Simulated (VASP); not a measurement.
# ScAl3N3 (P6/mmm) in VASP: further runs

Runs on ScAl3N3. Level: PBE. Tasks: relaxation of cell and atoms.

Everything below comes from runs of VASP 6.6.1. Logs are shortened: lines on timing, memory, paths and dates and some standing lists are left out, and cuts for length are marked.

## 1. The cell of the first run

Symmetry: P6/mmm, No. 191, hexagonal system. Conventional cell: a = 4.665 Å, b = 4.665 Å, c = 6.283 Å, α = 90.00°, β = 90.00°, γ = 120.00°. Within 3.6 Å of Sc (site symmetry 6/mmm) lie 8 N at 2.69 to 3.14 Å. Al (site symmetry mmm) has 4 Al at 2.33 Å and 2 N at 2.33 Å within 3.1 Å. Within 3.6 Å of N (site symmetry -6m2) lie 3 N at 2.69 Å and 3 Sc at 2.69 Å and 6 Al at 3.42 Å. N (site symmetry 6/mmm) has 6 Al at 2.33 Å and 2 Sc at 3.14 Å within 3.2 Å.

The cell was generated, and may not be a known phase.

## 2. Relaxation of cell and atoms, PBE

Input file INCAR:

```
ALGO = Normal
EDIFF = 1E-7
EDIFFG = -0.08
ENCUT = 600
GGA = PE
GGA_COMPAT = F
IBRION = 2
ISIF = 3
ISMEAR = 0
LASPH = T
LCHARG = F
LREAL = F
LWAVE = F
NELM = 120
NELMIN = 4
NSW = 36
PREC = Accurate
SIGMA = 0.2
```

Input file KPOINTS:

```
k-points
0
Gamma
  4 4 3
```

Input file POSCAR:

```
ScAl3N3
1.0
    4.6654773000      0.0000000000      0.0000000000
   -2.3327386500      4.0404218600      0.0000000000
    0.0000000000      0.0000000000      6.2825165800
Sc Al N
1 3 3
Direct
    0.0000000000      0.0000000000      0.5000000000
    0.5000000000      0.0000000000      0.0000000000
    0.0000000000      0.5000000000      0.0000000000
    0.5000000000      0.5000000000      0.0000000000
    0.3333333300      0.6666666700      0.5000000000
    0.6666666700      0.3333333300      0.5000000000
    0.0000000000      0.0000000000      0.0000000000
```

Potentials or basis: VASP PAW PBE potentials, release 64 (Sc_sv, Al, N).

Run with:

```sh
$ cat potpaw_PBE.64/Sc_sv/POTCAR potpaw_PBE.64/Al/POTCAR potpaw_PBE.64/N/POTCAR > POTCAR
$ mpirun -np 1 vasp_std > vasp.out
```

OUTCAR:

```text
EDIFF = 1E-7
   EDIFFG = -0.08
   ENCUT = 600
   GGA = PE
   IBRION = 2
   ISIF = 3
   ISMEAR = 0
   LASPH = T
   LREAL = F
   NELM = 120
   NELMIN = 4
   NSW = 36
   PREC = Accurate

 ion  position               nearest neighbor table
   1  0.000  0.000  0.500-
   2  0.500  0.000  0.000-   3 2.33   4 2.33   4 2.33   3 2.33   7 2.33   7 2.33
   3  0.000  0.500  0.000-   2 2.33   7 2.33   7 2.33   2 2.33   4 2.33   4 2.33
   4  0.500  0.500  0.000-   2 2.33   7 2.33   2 2.33   7 2.33   3 2.33   3 2.33
   5  0.333  0.667  0.500-
   6  0.667  0.333  0.500-
   7  0.000  0.000  0.000-   3 2.33   4 2.33   3 2.33   4 2.33   2 2.33   2 2.33

  LATTYP: Found a hexagonal cell.
 ALAT       =     4.6654773000
 C/A-ratio  =     1.3465967523

  Lattice vectors:

 A1 = (   4.6654773000,   0.0000000000,   0.0000000000)
 A2 = (  -2.3327386500,   4.0404218600,   0.0000000000)
 A3 = (   0.0000000000,   0.0000000000,   6.2825165800)

Analysis of symmetry for initial positions (statically):
=====================================================================
 Subroutine PRICEL returns:
 Original cell was already a primitive cell.

 Routine SETGRP: Setting up the symmetry group for a
 hexagonal supercell.

 Subroutine GETGRP returns: Found 24 space group operations
 (whereof 24 operations were pure point group operations)
 out of a pool of 24 trial point group operations.

The static configuration has the point symmetry D_6h.

Analysis of symmetry for dynamics (positions and initial velocities):
=====================================================================
 Subroutine PRICEL returns:
 Original cell was already a primitive cell.

 Routine SETGRP: Setting up the symmetry group for a
 hexagonal supercell.

 Subroutine GETGRP returns: Found 24 space group operations
 (whereof 24 operations were pure point group operations)
 out of a pool of 24 trial point group operations.

The dynamic configuration has the point symmetry D_6h.

 Subroutine INISYM returns: Found 24 space group operations
 (whereof 24 operations are pure point group operations),
 and found     1 'primitive' translations

----------------------------------------------------------------------------------------

                                     Primitive cell

  volume of cell :     118.4286

  direct lattice vectors                    reciprocal lattice vectors
     4.665477300  0.000000000  0.000000000     0.214340342  0.123749454  0.000000000
    -2.332738650  4.040421860  0.000000000     0.000000000  0.247498908  0.000000000
     0.000000000  0.000000000  6.282516580     0.000000000  0.000000000  0.159171884

  length of vectors
     4.665477300  4.665477298  6.282516580     0.247498908  0.247498908  0.159171884

  position of ions in fractional coordinates (direct lattice)
     0.000000000  0.000000000  0.500000000
     0.500000000  0.000000000  0.000000000
     1.000000000  0.500000000  0.000000000
     0.500000000  0.500000000  0.000000000
     0.333333330  0.666666670  0.500000000
     0.666666670  0.333333330  0.500000000
     0.000000000  0.000000000  0.000000000

  ion indices of the primitive-cell ions
   primitive index   ion index
                 1           1
                 2           2
                 3           3
                 4           4
                 5           5
                 6           6
                 7           7

----------------------------------------------------------------------------------------

 KPOINTS: k-points

Automatic generation of k-mesh.
 Grid dimensions read from file:
 generate k-points for:    4    4    3

 Generating k-lattice:

  Cartesian coordinates                     Fractional coordinates (reciprocal lattice)
     0.053585085  0.030937364  0.000000000     0.250000000 -0.000000000  0.000000000
     0.000000000  0.061874727  0.000000000     0.000000000  0.250000000  0.000000000
     0.000000000  0.000000000  0.053057295     0.000000000  0.000000000  0.333333333

  Length of vectors
     0.061874727  0.061874727  0.053057295

  Shift w.r.t. Gamma in fractional coordinates (k-lattice)
     0.000000000  0.000000000  0.000000000

 Subroutine IBZKPT returns following result:
 ===========================================

 Found      8 irreducible k-points:

 Following reciprocal coordinates:
            Coordinates               Weight
  0.000000  0.000000  0.000000      1.000000
  0.250000  0.000000  0.000000      6.000000
  0.500000  0.000000  0.000000      3.000000
  0.250000  0.250000  0.000000      6.000000
  0.000000  0.000000  0.333333      2.000000
  0.250000  0.000000  0.333333     12.000000
  0.500000  0.000000  0.333333      6.000000
  0.250000  0.250000  0.333333     12.000000
   k-points           NKPTS =      8   k-points in BZ     NKDIM =      8   number of bands    NBANDS=     21
   number of dos      NEDOS =    301   number of ions     NIONS =      7
   total plane-waves  NPLWV =  80000
   dimension x,y,z NGX =    40 NGY =   40 NGZ =   50
   dimension x,y,z NGXF=    80 NGYF=   80 NGZF=  100
   ions per type =               1   3   3
   NGX,Y,Z   is equivalent  to a cutoff of  14.25, 14.25, 13.23 a.u.
   NGXF,Y,Z  is equivalent  to a cutoff of  28.51, 28.51, 26.46 a.u.
 SYSTEM =  unknown system
   PREC   = accura    normal or accurate (medium, high low for compatibility)
   ISTART =      0    job   : 0-new  1-cont  2-samecut
   ICHARG =      2    charge: 1-file 2-atom 10-const
   ISPIN  =      1    spin polarized calculation?
   LNONCOLLINEAR =      F non collinear calculations
   LSORBIT =      F    spin-orbit coupling
   LASPH  =      T    aspherical Exc in radial PAW
   ENCUT  =  600.0 eV  44.10 Ry    6.64 a.u.   9.32  9.32 12.55*2*pi/ulx,y,z
   NELM   =    120;   NELMIN=  4; NELMDL= -5     # of ELM steps
   EDIFF  = 0.1E-06   stopping-criterion for ELM
   LREAL  =      F    real-space projection
   EDIFFG = -.8E-01   stopping-criterion for IOM
   NSW    =     36    number of steps for IOM
   IBRION =      2    ionic relax: 0-MD 1-quasi-New 2-CG
   NFREE  =      1    steps in history (QN), initial steepest desc. (CG)
   ISIF   =      3    stress and relaxation
   ISYM   =      2    0-nonsym 1-usesym 2-fastsym
   POTIM  = 0.5000    time-step for ionic-motion
   TEBEG  =    0.0;   TEEND  =   0.0 temperature during run
   PSTRESS=    0.0 pullay stress
   NELECT =      35.0000    total number of electrons
   NUPDOWN=      -1.0000    fix difference up-down
   EMIN   =  10.00;   EMAX   =-10.00  energy-range for DOS
   EFERMI =   0.00;   METHOD = LEGACY
   ISMEAR =     0;   SIGMA  =   0.20  broadening in eV -4-tet -1-fermi 0-gaus
   EFERMI_NEDOS =   21; number of points for ismear=-14 and -15
   IALGO  =     38    algorithm
   IMIX   =      4    mixing-type and parameters
     AMIX     =   0.40;   BMIX     =  1.00
     AMIX_MAG =   1.60;   BMIX_MAG =  1.00
  volume/ion in A,a.u.               =      16.92       114.17
  Fermi-wavevector in a.u.,A,eV,Ry     =   1.090466  2.060681 16.178900  1.189116
  Thomas-Fermi vector in A             =   2.226691
   LORBIT       =      0    0 simple, 1 ext, 2 COOP (PROOUT), +10 PAW based schemes
   GGA     = PE    functional components
   LHFCALC =     F    Hartree Fock is set to
   AEXX    =    0.0000 exact exchange contribution
   IVDW    =     0    specifies the selected vdW correction
   LEPSILON=     F    determine dielectric tensor
   LRPA    =     F    only Hartree local field effects (RPA)
 conjugate gradient relaxation of ions
 non-spin polarized calculation
 Gauss-broadening in eV      SIGMA  =   0.20
  energy-cutoff  :      600.00
  volume of cell :      118.43
 maximum number of plane-waves:      3997
 NGX is ok and might be reduce to    40
   NGX = 19   NGY = 19   NGZ = 25

--------------------------------------- Ionic step        1  -------------------------------------------

 number of electron      35.0000004 magnetization

 Free energy of the ion-electron system (eV)
  ---------------------------------------------------
  ext. energy  EPLUGINS =         0.00000000
  ---------------------------------------------------
  free energy    TOTEN  =       -33.64262801 eV

  energy without entropy =      -33.50466133  energy(sigma->0) =      -33.57364467

 E-fermi :   4.3856     XC(G=0):  -9.5228

 val. band max:        4.3815888364   @ k =   0.2500   0.0000   0.3333
 cond. band min:       4.4024336301   @ k =   0.2500   0.0000   0.0000
 fundamental gap:      0.0208447936
 Fermi energy:         4.3855835328

 k-point     1 :       0.0000    0.0000    0.0000
  band No.  band energies     occupation
      1     -46.4019      2.00000
      2     -25.2231      2.00000
      3     -24.7727      2.00000
      4     -24.7727      2.00000
      5     -10.9721      2.00000
      6      -8.5114      2.00000
[... 297 lines left out ...]
  FREE ENERGIE OF THE ION-ELECTRON SYSTEM (eV)
  ---------------------------------------------------
  free  energy   TOTEN  =       -35.4332953751 eV

  energy  without entropy=      -35.3947913717  energy(sigma->0) =      -35.41404337

 E-fermi :  13.1879     XC(G=0): -12.6297

 val. band max:       13.1355980823   @ k =   0.0000   0.0000   0.0000
 cond. band min:      13.1917380844   @ k =   0.2500   0.0000   0.0000
 fundamental gap:      0.0561400022
 Fermi energy:        13.1878552431

 k-point     1 :       0.0000    0.0000    0.0000
  band No.  band energies     occupation
      1     -36.4138      2.00000
      2     -16.7133      2.00000
      3     -15.1473      2.00000
      4     -15.1473      2.00000
      5      -6.8961      2.00000
      6      -4.6346      2.00000
[... 166 lines left out ...]
      5      -4.8186      2.00000
      6      -4.0974      2.00000
[... 13 lines left out ...]
     20      15.1192      0.00000
     21      15.6013      0.00000

[... ionic steps 4 to 13 ...]

--------------------------------------- Ionic step       14  -------------------------------------------

 number of electron      35.0000000 magnetization

------------------------ aborting loop because EDIFF is reached ----------------------------------------

  FORCE on cell =-STRESS in cart. coord.  units (eV):
  Direction    XX          YY          ZZ          XY          YZ          ZX
  --------------------------------------------------------------------------------------
  -------------------------------------------------------------------------------------
  Total        0.3631891      0.3631891      2.7630049      0.0000000     -0.0000000      0.0000000
  in kB        6.6852732      6.6852732     50.8590186      0.0000000     -0.0000000      0.0000000
  external PRESSURE =      21.4098550 kB  Pullay stress =       0.0000000 kB
[... 67 lines left out ...]
  energy  without entropy=      -40.5682639231  energy(sigma->0) =      -40.58218694

--------------------------------------- Ionic step       16  -------------------------------------------

 number of electron      35.0000001 magnetization

 Free energy of the ion-electron system (eV)
  ---------------------------------------------------
  ext. energy  EPLUGINS =         0.00000000
  ---------------------------------------------------
  free energy    TOTEN  =       -40.59777123 eV

  energy without entropy =      -40.57036179  energy(sigma->0) =      -40.58406651

 E-fermi :   7.6538     XC(G=0): -10.8880

 val. band max:        7.2941486801   @ k =   0.2500   0.0000   0.3333
 cond. band min:       7.7132464565   @ k =   0.2500   0.0000   0.3333
 fundamental gap:      0.4190977764
 Fermi energy:         7.6537742232

 k-point     1 :       0.0000    0.0000    0.0000
  band No.  band energies     occupation
      1     -42.7194      2.00000
      2     -21.4388      2.00000
      3     -21.4388      2.00000
      4     -21.3972      2.00000
      5      -8.3631      2.00000
      6      -6.9473      2.00000
[... 215 lines left out ...]
  FREE ENERGIE OF THE ION-ELECTRON SYSTEM (eV)
  ---------------------------------------------------
  free  energy   TOTEN  =       -40.5977712299 eV

  energy  without entropy=      -40.5703617851  energy(sigma->0) =      -40.58406651

 reached required accuracy - stopping structural energy minimisation
```

Run time: 16 min. Hardware: 1 thread of Intel Xeon 8259CL, shared host; peak memory 0.31 GiB.

Results:

| Property | Result |
| --- | --- |
| Free energy | -40.5978 eV |
| Relaxed volume | 12.57 Å³/atom |
| Relaxed cell | a = 5.127 Å, b = 5.127 Å, c = 3.863 Å, α = 90.00°, β = 90.00°, γ = 120.00° |
| Space group after relaxing (to 0.1 Å) | P6/mmm (No. 191) |
| Pressure after relaxing | -0.1 GPa |
| Band gap on the k mesh | zero (an odd number of electrons rules out a gap without spin polarisation) |

Final structure:
```
CELL_PARAMETERS angstrom
5.12749 0.00000 0.00000
-2.56375 4.44054 0.00000
0.00000 0.00000 3.86322
ATOMIC_POSITIONS crystal
Sc 0.00000 0.00000 0.50000
Al 0.50000 0.00000 0.00000
Al 0.00000 0.50000 0.00000
Al 0.50000 0.50000 0.00000
N 0.33333 0.66667 0.50000
N 0.66667 0.33333 0.50000
N 0.00000 0.00000 0.00000
```

Caveat: the k points lie up to 0.54 Å⁻¹ apart in the final cell, too coarse for converged energies and pressures of a metal; the volume moved by over 15 % at a fixed basis, so the end points are rough.

## 3. Relaxation of cell and atoms, PBE

This run uses another cell than the first one, of 14.39 Å³/atom.

Input file INCAR:

```
SYSTEM = ScAl3N3
ALGO = Normal ; EDIFF = 1E-7
EDIFFG = -0.08 ; ENCUT = 600
GGA = PE ; GGA_COMPAT = .FALSE.
IBRION = 2 ; ISIF = 3
ISMEAR = 0 ; LASPH = .TRUE.
LCHARG = .FALSE. ; LREAL = .FALSE.
LWAVE = .FALSE. ; NELM = 120
NELMIN = 4 ; NSW = 36
PREC = Accurate ; SIGMA = 0.2
```

Input file KPOINTS:

```
k-points
0
G
  4 4 4
  0 0 0
```

Input file POSCAR:

```
ScAl3N3
1.0
    4.9830673900      0.0000000000      0.0000000000
   -2.4915337000      4.3154629500      0.0000000000
    0.0000000000      0.0000000000      4.6832423200
Sc Al N
1 3 3
Direct
    0.0000000000      0.0000000000      0.0000000000
    0.5000000000      0.0000000000      0.0000000000
    0.0000000000      0.5000000000      0.0000000000
    0.5000000000      0.5000000000      0.0000000000
    0.5000000000      0.0000000000      0.5000000000
    0.0000000000      0.5000000000      0.5000000000
    0.5000000000      0.5000000000      0.5000000000
```

Potentials or basis: VASP PAW PBE potentials, release 64 (Sc_sv, Al, N).

Run with:

```sh
$ cat potpaw_PBE.64/Sc_sv/POTCAR potpaw_PBE.64/Al/POTCAR potpaw_PBE.64/N/POTCAR > POTCAR
$ mpirun -np 1 vasp_std > vasp.out
```

Run time: 12 min. Hardware: 1 thread of Intel Xeon 8259CL, shared host; peak memory 0.27 GiB.

Results (log left out):

* Free energy: -37.8251 eV
* Relaxed volume: 17.54 Å³/atom
* Relaxed cell: a = 6.404 Å, b = 6.404 Å, c = 3.458 Å, α = 90.00°, β = 90.00°, γ = 120.00°
* Space group after relaxing (to 0.1 Å): P6/mmm (No. 191)
* Energy gained by relaxing: 1029.9 meV/atom
* Ionic steps: 9
* Pressure after relaxing: 0.2 GPa
* Band gap on the k mesh: zero (an odd number of electrons rules out a gap without spin polarisation)

Stress tensor (GPa, compression positive):
```
0.13 0.00 0.00
0.00 0.13 0.00
0.00 0.00 0.45
```

Step by step:
```csv
step,energy change (eV),largest force (eV/Å),pressure (GPa),volume (Å³)
1,0.0000,0.0000,5.78,100.71
2,-5.4707,0.0000,-4.14,105.51
3,-6.6885,0.0000,12.15,105.24
4,-6.7318,0.0000,9.00,105.41
5,-6.7201,0.0000,10.58,105.33
6,-6.9580,0.0000,-5.77,124.39
7,-7.0693,0.0000,-0.77,117.00
8,-7.2071,0.0000,0.42,123.44
9,-7.2090,0.0000,0.23,122.81
```

Final structure:
```
Sc Al N
1.0
     6.40351    0.00000    0.00000
    -3.20176    5.54561    0.00000
     0.00000    0.00000    3.45839
Sc Al N
1 3 3
Direct
  0.00000 0.00000 0.00000
  0.50000 0.00000 0.00000
  0.00000 0.50000 0.00000
  0.50000 0.50000 0.00000
  0.50000 0.00000 0.50000
  0.00000 0.50000 0.50000
  0.50000 0.50000 0.50000
```

Levels at points of the mesh, in eV from the Fermi level:
```
           k point  band 15  band 16  band 17  band 18  band 19  band 20
(0.00, 0.00, 0.00)    -1.20    -0.74    -0.45    -0.45    -0.20    -0.20
(0.50, 0.00, 0.00)    -2.68    -0.59    -0.52    -0.41    -0.14     1.18
(0.00, 0.00, 0.50)    -0.50    -0.16    -0.16     0.11     0.11     0.17
(0.50, 0.00, 0.50)    -1.32    -1.31    -0.22     0.02     0.06     0.47
```

Caveat: the k points lie up to 0.45 Å⁻¹ apart in the final cell, too coarse for converged energies and pressures of a metal; the volume moved by over 15 % at a fixed basis, so the end points are rough.

The gap in the log of VASP goes by the Fermi energy; the results here count the filled bands.